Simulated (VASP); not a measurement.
# Te2Mo (P6_3/mmc) in VASP: a series of runs

Runs on Te2Mo. Level: PBE. Tasks: single point.

All numbers are computed with VASP 6.6.1; they aren't measurements. Logs are shortened: lines on timing, memory, paths and dates and some standing lists are left out, and cuts for length are marked.

**Measured values to compare with.**

“Broadband infrared study of pressure-tunable Fano resonance and metallization transition in 2H-MoTe2”, 2022, pmc:9569381 quotes, for a bulk crystal of Te2Mo at 300 K: band gap 0.88 ± 0.05 eV (indirect).

The runs below are set against these values where they give the same quantity.

## 1. The cell of the first run

It takes space group P6_3/mmc (No. 194, hexagonal). Conventional cell: a = 3.557 Å, b = 3.557 Å, c = 15.340 Å, α = 90.00°, β = 90.00°, γ = 120.00°. Te (site symmetry 3m) has 3 Mo at 2.74 Å and 7 Te at 3.56 to 3.62 Å within 3.7 Å. Within 3.6 Å of Mo (site symmetry -6m2) lie 6 Te at 2.74 Å and 6 Mo at 3.56 Å.

## 2. Single point, PBE, collinear spin

The input, INCAR:

```
ALGO = Normal
EDIFF = 1E-6
ENCUT = 520
GGA = PE
ISIF = 2
ISMEAR = 0
ISPIN = 2
LASPH = T
LCHARG = F
LMAXMIX = 4
LORBIT = 11
LREAL = F
LWAVE = F
MAGMOM = 0 0 0 0 2 2
NBANDS = 39
NELM = 150
PREC = Accurate
SIGMA = 0.05
```

The input, KPOINTS:

```
k-points
0
Gamma
  10 10 2
```

The input, POSCAR:

```
Te2Mo
1.0
    3.5565664135      0.0000000000      0.0000000000
   -1.7782832068      3.0800768643      0.0000000000
    0.0000000000      0.0000000000     15.3398765745
Te Mo
4 2
Direct
    0.3333333333      0.6666666667      0.6321297193
    0.6666666667      0.3333333333      0.1321297193
    0.3333333333      0.6666666667      0.8678702807
    0.6666666667      0.3333333333      0.3678702807
    0.3333333333      0.6666666667      0.2500000000
    0.6666666667      0.3333333333      0.7500000000
```

Potentials or basis: VASP PAW PBE potentials, release 64 (Te, Mo_sv).

The run is started by

```bash
$ cat potpaw_PBE.64/Te/POTCAR potpaw_PBE.64/Mo_sv/POTCAR > POTCAR
$ mpirun -np 1 vasp_std > vasp.out
```

OUTCAR:

```text
EDIFF = 1E-6
   ENCUT = 520
   GGA = PE
   ISIF = 2
   ISMEAR = 0
   ISPIN = 2
   LASPH = T
   LORBIT = 11
   LREAL = F
   NELM = 150
   PREC = Accurate

 ion  position               nearest neighbor table
   1  0.333  0.667  0.632-   6 2.74   6 2.74   6 2.74   3 3.62
   2  0.667  0.333  0.132-   5 2.74   5 2.74   5 2.74   4 3.62
   3  0.333  0.667  0.868-   6 2.74   6 2.74   6 2.74   1 3.62
   4  0.667  0.333  0.368-   5 2.74   5 2.74   5 2.74   2 3.62
   5  0.333  0.667  0.250-   2 2.74   4 2.74   2 2.74   4 2.74   2 2.74   4 2.74
   6  0.667  0.333  0.750-   1 2.74   3 2.74   1 2.74   3 2.74   1 2.74   3 2.74

  LATTYP: Found a hexagonal cell.
 ALAT       =     3.5565664135
 C/A-ratio  =     4.3131140519

  Lattice vectors:

 A1 = (   3.5565664135,   0.0000000000,   0.0000000000)
 A2 = (  -1.7782832068,   3.0800768643,   0.0000000000)
 A3 = (   0.0000000000,   0.0000000000,  15.3398765745)

Analysis of symmetry for initial positions (statically):
=====================================================================
 Subroutine PRICEL returns:
 Original cell was already a primitive cell.

 Routine SETGRP: Setting up the symmetry group for a
 hexagonal supercell.

 Subroutine GETGRP returns: Found 24 space group operations
 (whereof 12 operations were pure point group operations)
 out of a pool of 24 trial point group operations.

The static configuration has the point symmetry D_3d.
 The point group associated with its full space group is D_6h.

Analysis of symmetry for dynamics (positions and initial velocities):
=====================================================================
 Subroutine PRICEL returns:
 Original cell was already a primitive cell.

 Routine SETGRP: Setting up the symmetry group for a
 hexagonal supercell.

 Subroutine GETGRP returns: Found 24 space group operations
 (whereof 12 operations were pure point group operations)
 out of a pool of 24 trial point group operations.

The dynamic configuration has the point symmetry D_3d.
 The point group associated with its full space group is D_6h.

Analysis of structural, dynamic, and magnetic symmetry:
=====================================================================
 Subroutine PRICEL returns:
 Original cell was already a primitive cell.

 Routine SETGRP: Setting up the symmetry group for a
 hexagonal supercell.

 Subroutine GETGRP returns: Found 24 space group operations
 (whereof 12 operations were pure point group operations)
 out of a pool of 24 trial point group operations.

The overall configuration has the point symmetry D_3d.
 The point group associated with its full space group is D_6h.

 Subroutine INISYM returns: Found 24 space group operations
 (whereof 12 operations are pure point group operations),
 and found     1 'primitive' translations

----------------------------------------------------------------------------------------

                                     Primitive cell

  volume of cell :     168.0406

  direct lattice vectors                    reciprocal lattice vectors
     3.556566414  0.000000000  0.000000000     0.281170062  0.162333611  0.000000000
    -1.778283207  3.080076864  0.000000000     0.000000000  0.324667222  0.000000000
     0.000000000  0.000000000 15.339876574     0.000000000  0.000000000  0.065189573

  length of vectors
     3.556566414  3.556566413 15.339876574     0.324667222  0.324667222  0.065189573

  position of ions in fractional coordinates (direct lattice)
     0.333333333  0.666666667  0.632129719
     0.666666667  0.333333333  0.132129719
     0.333333333  0.666666667  0.867870281
     0.666666667  0.333333333  0.367870281
     0.333333333  0.666666667  0.250000000
     0.666666667  0.333333333  0.750000000

  ion indices of the primitive-cell ions
   primitive index   ion index
                 1           1
                 2           2
                 3           3
                 4           4
                 5           5
                 6           6

----------------------------------------------------------------------------------------

 KPOINTS: k-points

Automatic generation of k-mesh.
 Grid dimensions read from file:
 generate k-points for:   10   10    2

 Generating k-lattice:

  Cartesian coordinates                     Fractional coordinates (reciprocal lattice)
     0.028117006  0.016233361  0.000000000     0.100000000  0.000000000  0.000000000
     0.000000000  0.032466722  0.000000000     0.000000000  0.100000000  0.000000000
     0.000000000  0.000000000  0.032594786     0.000000000  0.000000000  0.500000000

  Length of vectors
     0.032466722  0.032466722  0.032594786

  Shift w.r.t. Gamma in fractional coordinates (k-lattice)
     0.000000000  0.000000000  0.000000000

 Subroutine IBZKPT returns following result:
 ===========================================

 Found     28 irreducible k-points:

 Following reciprocal coordinates:
            Coordinates               Weight
  0.000000  0.000000  0.000000      1.000000
  0.100000 -0.000000  0.000000      6.000000
  0.200000 -0.000000  0.000000      6.000000
  0.300000  0.000000  0.000000      6.000000
  0.400000  0.000000  0.000000      6.000000
  0.500000  0.000000  0.000000      3.000000
[... 16 lines left out ...]
  0.300000  0.100000  0.500000     12.000000
  0.400000  0.100000  0.500000     12.000000
 [... further k-points ...]
   k-points           NKPTS =     28   k-points in BZ     NKDIM =     28   number of bands    NBANDS=     39
   number of dos      NEDOS =    301   number of ions     NIONS =      6
   total plane-waves  NPLWV =  94080
   dimension x,y,z NGX =    28 NGY =   28 NGZ =  120
   dimension x,y,z NGXF=    56 NGYF=   56 NGZF=  240
   ions per type =               4   2
   NGX,Y,Z   is equivalent  to a cutoff of  13.09, 13.09, 13.01 a.u.
   NGXF,Y,Z  is equivalent  to a cutoff of  26.18, 26.18, 26.01 a.u.
 SYSTEM =  unknown system
   PREC   = accura    normal or accurate (medium, high low for compatibility)
   ISTART =      0    job   : 0-new  1-cont  2-samecut
   ICHARG =      2    charge: 1-file 2-atom 10-const
   ISPIN  =      2    spin polarized calculation?
   LNONCOLLINEAR =      F non collinear calculations
   LSORBIT =      F    spin-orbit coupling
   LASPH  =      T    aspherical Exc in radial PAW
   ENCUT  =  520.0 eV  38.22 Ry    6.18 a.u.   6.61  6.61 28.52*2*pi/ulx,y,z
   NELM   =    150;   NELMIN=  2; NELMDL= -5     # of ELM steps
   EDIFF  = 0.1E-05   stopping-criterion for ELM
   LREAL  =      F    real-space projection
   EDIFFG = 0.1E-04   stopping-criterion for IOM
   NSW    =      0    number of steps for IOM
   IBRION =     -1    ionic relax: 0-MD 1-quasi-New 2-CG
   NFREE  =      0    steps in history (QN), initial steepest desc. (CG)
   ISIF   =      2    stress and relaxation
   ISYM   =      2    0-nonsym 1-usesym 2-fastsym
   POTIM  = 0.5000    time-step for ionic-motion
   TEBEG  =    0.0;   TEEND  =   0.0 temperature during run
   PSTRESS=    0.0 pullay stress
   NELECT =      52.0000    total number of electrons
   NUPDOWN=      -1.0000    fix difference up-down
   EMIN   =  10.00;   EMAX   =-10.00  energy-range for DOS
   EFERMI =   0.00;   METHOD = LEGACY
   ISMEAR =     0;   SIGMA  =   0.05  broadening in eV -4-tet -1-fermi 0-gaus
   EFERMI_NEDOS =   21; number of points for ismear=-14 and -15
   IALGO  =     38    algorithm
   IMIX   =      4    mixing-type and parameters
     AMIX     =   0.40;   BMIX     =  1.00
     AMIX_MAG =   1.60;   BMIX_MAG =  1.00
  volume/ion in A,a.u.               =      28.01       189.00
  Fermi-wavevector in a.u.,A,eV,Ry     =   1.107315  2.092522 16.682735  1.226146
  Thomas-Fermi vector in A             =   2.243828
   LORBIT       =     11    0 simple, 1 ext, 2 COOP (PROOUT), +10 PAW based schemes
   GGA     = PE    functional components
   LHFCALC =     F    Hartree Fock is set to
   AEXX    =    0.0000 exact exchange contribution
   IVDW    =     0    specifies the selected vdW correction
   LEPSILON=     F    determine dielectric tensor
   LRPA    =     F    only Hartree local field effects (RPA)
 spin polarized calculation
 Gauss-broadening in eV      SIGMA  =   0.05
  energy-cutoff  :      520.00
  volume of cell :      168.04
 maximum number of plane-waves:      4581
 NGX is ok and might be reduce to    28
   NGX = 13   NGY = 13   NGZ = 57

 number of electron      52.0000000 magnetization       0.0019321

 Free energy of the ion-electron system (eV)
  ---------------------------------------------------
  ext. energy  EPLUGINS =         0.00000000
  ---------------------------------------------------
  free energy    TOTEN  =       -36.07550039 eV

  energy without entropy =      -36.07550039  energy(sigma->0) =      -36.07550039

 E-fermi :   6.8885     XC(G=0):  -9.7248

 val. band max:        6.5471059721   @ k =   0.3000   0.3000   0.0000
 cond. band min:       7.6013741569   @ k =   0.2000   0.2000   0.0000
 fundamental gap:      1.0542681848
 Fermi energy:         6.8885186017

 spin component 1

 k-point     1 :       0.0000    0.0000    0.0000
  band No.  band energies     occupation
      1     -54.1046      1.00000
      2     -54.1046      1.00000
      3     -28.2492      1.00000
      4     -28.2492      1.00000
      5     -28.1470      1.00000
      6     -28.1470      1.00000
[... 30 lines left out ...]
     37      13.2353      0.00000
     38      13.9568      0.00000

 k-point     2 :       0.1000   -0.0000    0.0000
  band No.  band energies     occupation
      1     -54.1038      1.00000
      2     -54.1038      1.00000
      3     -28.2468      1.00000
      4     -28.2468      1.00000
      5     -28.1580      1.00000
      6     -28.1580      1.00000
[... 30 lines left out ...]
     37      13.5710      0.00000
     38      14.0712      0.00000
[... 859 lines left out ...]
     37      13.2012      0.00000
     38      13.2012      0.00000

 k-point    24 :       0.4000    0.1000    0.5000
  band No.  band energies     occupation
      1     -54.0963      1.00000
      2     -54.0963      1.00000
      3     -28.2551      1.00000
      4     -28.2551      1.00000
      5     -28.2241      1.00000
      6     -28.2241      1.00000
[... 30 lines left out ...]
     37      13.0479      0.00000
     38      13.0479      0.00000

 [... further k-points ...]

 spin component 2

 k-point     1 :       0.0000    0.0000    0.0000
  band No.  band energies     occupation
      1     -54.1048      1.00000
      2     -54.1048      1.00000
      3     -28.2495      1.00000
      4     -28.2495      1.00000
      5     -28.1473      1.00000
      6     -28.1473      1.00000
[... 30 lines left out ...]
     37      13.2357      0.00000
     38      13.9575      0.00000

 k-point     2 :       0.1000   -0.0000    0.0000
  band No.  band energies     occupation
      1     -54.1040      1.00000
      2     -54.1040      1.00000
      3     -28.2471      1.00000
      4     -28.2471      1.00000
      5     -28.1583      1.00000
      6     -28.1583      1.00000
[... 30 lines left out ...]
     37      13.5714      0.00000
     38      14.0719      0.00000
[... 859 lines left out ...]
     37      13.2017      0.00000
     38      13.2017      0.00000

 k-point    24 :       0.4000    0.1000    0.5000
  band No.  band energies     occupation
      1     -54.0965      1.00000
      2     -54.0965      1.00000
      3     -28.2553      1.00000
      4     -28.2553      1.00000
      5     -28.2244      1.00000
      6     -28.2244      1.00000
[... 30 lines left out ...]
     37      13.0485      0.00000
     38      13.0485      0.00000

 [... further k-points ...]

 [bands above 38 left out]

------------------------ aborting loop because EDIFF is reached ----------------------------------------

  FORCE on cell =-STRESS in cart. coord.  units (eV):
  Direction    XX          YY          ZZ          XY          YZ          ZX
  --------------------------------------------------------------------------------------
  -------------------------------------------------------------------------------------
  Total       -0.0103595     -0.0103595      0.0564344      0.0000000     -0.0000000      0.0000000
  in kB       -0.0987723     -0.0987723      0.5380720      0.0000000     -0.0000000      0.0000000
  external PRESSURE =       0.1135091 kB  Pullay stress =       0.0000000 kB

 VOLUME and BASIS-vectors are now :
 -----------------------------------------------------------------------------
  energy-cutoff  :      520.00
  volume of cell :      168.04
      direct lattice vectors                 reciprocal lattice vectors
     3.556566414  0.000000000  0.000000000     0.281170062  0.162333611  0.000000000
    -1.778283207  3.080076864  0.000000000     0.000000000  0.324667222  0.000000000
     0.000000000  0.000000000 15.339876574     0.000000000  0.000000000  0.065189573

 POSITION                                       TOTAL-FORCE (eV/Angst)
 -----------------------------------------------------------------------------------
     -0.00000      2.05338      9.69679         0.000000     -0.000000     -0.012177
      1.77828      1.02669      2.02685        -0.000000     -0.000000     -0.012177
     -0.00000      2.05338     13.31302         0.000000      0.000000      0.012177
      1.77828      1.02669      5.64308        -0.000000      0.000000      0.012177
     -0.00000      2.05338      3.83497         0.000000     -0.000000      0.000000
      1.77828      1.02669     11.50491        -0.000000      0.000000      0.000000
 -----------------------------------------------------------------------------------
    total drift:                                0.000000     -0.000000      0.000000

  FREE ENERGIE OF THE ION-ELECTRON SYSTEM (eV)
  ---------------------------------------------------
  free  energy   TOTEN  =       -36.0755003879 eV

  energy  without entropy=      -36.0755003879  energy(sigma->0) =      -36.07550039

 total charge

# of ion       s       p       d       tot
------------------------------------------
    1        1.384   1.971   0.059   3.414
    2        1.384   1.971   0.059   3.414
    3        1.384   1.971   0.059   3.414
    4        1.384   1.971   0.059   3.414
    5        2.250   6.140   3.956  12.346
    6        2.250   6.140   3.956  12.346
--------------------------------------------------
tot         10.037  20.163   8.147  38.347

 magnetization (x)

# of ion       s       p       d       tot
------------------------------------------
    1        0.000   0.000   0.000   0.000
    2        0.000   0.000   0.000   0.000
    3        0.000   0.000   0.000   0.000
    4        0.000   0.000   0.000   0.000
    5       -0.000  -0.000  -0.000  -0.000
    6       -0.000  -0.000  -0.000  -0.000
--------------------------------------------------
tot         -0.000   0.000  -0.000  -0.000
```

Run time: 8.7 min. Hardware: 1 thread of Intel Xeon Platinum 8259CL at 2.50GHz (Skylake/Cascade Lake), shared host; peak memory 0.52 GiB.

Results:

| Quantity | Value |
| --- | --- |
| Free energy | -36.0755 eV |
| Pressure | 0.0 GPa |
| Largest force | 0.012 eV/Å |
| Band gap on the k mesh | 1.05 eV (least direct gap 1.18 eV) |
| Net moment | 0.00 μB per cell |
| Valence electrons inside the program's atomic spheres | Te 3.41; Mo 12.35 |

Forces in eV/Å, atoms in the order of the input:
```
Te   0.000  0.000 -0.012
Te   0.000  0.000 -0.012
Te   0.000  0.000  0.012
Te   0.000  0.000  0.012
Mo   0.000  0.000  0.000
Mo   0.000  0.000  0.000
```

Caveat: spin-orbit coupling is left out, which moves the levels of the heavy elements; this functional lacks dispersion, which binds layers or chains, so the pressure and a relaxed spacing across them are unreliable.

(Part 1 of 2 ends here.)
